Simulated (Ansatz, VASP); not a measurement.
**One calculation of KI, two programs**

```xyz
2
Lattice="0.0000 3.5200 3.5200 3.5200 0.0000 3.5200 3.5200 3.5200 0.0000" Properties=species:S:1:pos:R:3 pbc="T T T"
K     0.0000    0.0000    0.0000
I     3.5200    3.5200    3.5200
```

Alike in both runs: task single point; functional PBEsol; k mesh 6 × 6 × 6; non-collinear spin, spin-orbit coupling.

```csv
,VASP,Ansatz
version,VASP 6.6.1,Ansatz 0.2.0
potentials or method,"VASP PAW PBE potentials, release 64 (K_sv, I), cutoff 520 eV",all-electron LAPW
occupations,"gaussian, width 0.01 eV",fixed
```

Ansatz gave:

| Item | Value |
| --- | --- |
| pressure (GPa) | -0.2 |
| net moment per atom (μB) | 0.00 |

Problem. Estimate VASP's values.

Solution. Pressure (GPa): -0.1; net moment per atom (μB): 0.00.

VASP's potentials were made for PBE, not for PBEsol. Ansatz ran all-electron here, and VASP with PAW potentials.
